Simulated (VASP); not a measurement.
KF, 2 atoms in the cell. Symmetry: Fm-3m, No. 225, cubic system. Conventional cell: a = 5.347 Å, b = 5.347 Å, c = 5.347 Å, α = 90.00°, β = 90.00°, γ = 90.00°. K (site symmetry m-3m) has 6 F at 2.67 Å within 3.5 Å. Within 3.5 Å of F (site symmetry m-3m) lie 6 K at 2.67 Å. 

- Program: VASP 6.6.1
- Task: single point
- Functional: PBE
- Potentials or basis: VASP PAW PBE potentials, release 64 (K_sv, F)
- Cutoff: 520 eV
- k mesh: 12 × 12 × 12
- Occupations: gaussian, width 0.05 eV
- Spin: no spin polarisation
- Dipole correction: no
- Further INCAR settings: ALGO = Normal; EDIFF = 1e-07; NBANDS = 15

Potentials or basis: VASP PAW PBE potentials, release 64 (K_sv, F).

Command:

```sh
$ cat potpaw_PBE.64/K_sv/POTCAR potpaw_PBE.64/F/POTCAR > POTCAR
$ mpirun -np 1 vasp_std > vasp.out
```

Hardware: 1 thread of AMD EPYC 7R13, with other jobs on the host.

How long does it take, and how much memory?

It took 85 s on 1 thread of AMD EPYC 7R13 (shared host), peak memory 0.15 GiB. Counts: scf iterations 14, k points 72.
